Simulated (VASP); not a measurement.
Write the native input for VASP 6.6.1 that does the following.

| Item | Value |
| --- | --- |
| Task | single point |
| Functional | PBE |
| Potentials or basis | VASP PAW PBE potentials, release 64 (Cd, Hg, S) |
| Cutoff | 520 eV |
| k mesh | 4 × 2 × 2 |
| Occupations | gaussian, width 0.1 eV |
| Spin | no spin polarisation |
| Dipole correction | no |
| Further INCAR settings | ALGO = Normal; EDIFF = 1e-06; NBANDS = 66 |

The structure of Cd2HgS3 lies in POSCAR:

```
Cd2HgS3
1.0
    3.6347797605      2.0625969733     -0.0036341126
    3.6202612467     -6.1623084297     -0.0006802896
    1.1198197182      0.0053668836     -9.6850822752
Cd Hg S
4 2 6
Direct
    0.0971640062      0.5007689125      0.8370917127
    0.5955718577      1.0007790212      0.8363138532
    0.2050529552      0.2017623627      0.1625290634
    0.7035235014      0.7018073044      0.1629538146
    0.6522021692      0.3455261120      0.4995407732
    0.1511824505      0.8452934170      0.4996656223
    0.7590574516      0.2425934180      0.0003141984
    0.2587307672      0.7431933408      0.0005117886
    0.0175731723      0.4787489306      0.3182237134
    0.5173610159      0.9788131518      0.3188068718
    0.2713721353      0.2306731641      0.6819074036
    0.7712095175      0.7300398650      0.6821411851
```

The input as run:

INCAR

```
  PREC = Accurate
  ENCUT = 520
  EDIFF = 1E-6
  ISMEAR = 0
  SIGMA = 0.1
  LREAL = False
  LASPH = True
  NELM = 100
  ALGO = Normal
  ISIF = 2
  LWAVE = False
  LCHARG = True
  GGA = PE
  LELF = True
  LVHAR = True
  NBANDS = 66
```

KPOINTS

```
Automatic mesh
0
Gamma
  4 2 2
```

Potentials or basis: VASP PAW PBE potentials, release 64 (Cd, Hg, S).

Launch:

```bash
$ cat potpaw_PBE.64/Cd/POTCAR potpaw_PBE.64/Hg/POTCAR potpaw_PBE.64/S/POTCAR > POTCAR
$ mpirun -np 1 vasp_std > vasp.out
```

Results of the run:

The pressure is 0.3 GPa and the largest force is 0.059 eV/Å. The band gap on the k mesh is 1.06 eV.

Caveat: the k points lie up to 0.44 Å⁻¹ apart; spin-orbit coupling is left out, which moves the levels of the heavy elements.

Wall time 8.1 min on 1 thread of Intel Xeon 8259CL, with other jobs on the host, peak memory 0.47 GiB.
